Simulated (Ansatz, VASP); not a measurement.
## MgFe3O in VASP and in Ansatz

```xyz
5
Lattice="4.4902 0.0000 0.0000 0.0000 4.4902 0.0000 0.0000 0.0000 4.4902" Properties=species:S:1:pos:R:3 pbc="T T T"
Mg    2.2451    2.2451    2.2451
Fe    0.0000    2.2451    2.2451
Fe    2.2451    0.0000    2.2451
Fe    2.2451    2.2451    0.0000
O     0.0000    0.0000    0.0000
```

Change from the starting cell: species swapped into the KCdF3 type (Pm-3m, No. 221).

Alike in both runs: functional PBE; k mesh 4 × 4 × 4; occupations gaussian, width 0.1 eV; collinear spin.

Ansatz relaxed the structure, and its values are those at the end. VASP's run is a single point on that final structure, the one shown.

|  | VASP | Ansatz |
| --- | --- | --- |
| version | VASP 6.6.1 | Ansatz 0.2.0 |
| potentials or method | VASP PAW PBE potentials, release 64 (Mg, Fe, O), cutoff 520 eV | scalar-relativistic, plane waves, PAW |
| valence electrons in the cell | 32 | 64 |

Ansatz gave:

| Property | Result |
| --- | --- |
| gap on the k mesh at the Fermi level (eV) | none |
| pressure (GPa) | 0.3 |
| net moment per atom (μB) | 1.85 |
| size of the moment on the site where the two differ most (μB) | 2.82 |

Task: Estimate VASP's values.

Result: gap on the k mesh at the Fermi level (eV): none; pressure (GPa): 0.3; net moment per atom (μB): 1.84; size of the moment on the site where the two differ most (μB): 2.92.

Site moments also hang on the region over which each program counts them. A gap of «none» marks a metal or a gap that the smearing closes. VASP's potentials hold 32 valence electrons a cell and Ansatz's 64, so a difference there can come from the potentials and not from the codes.
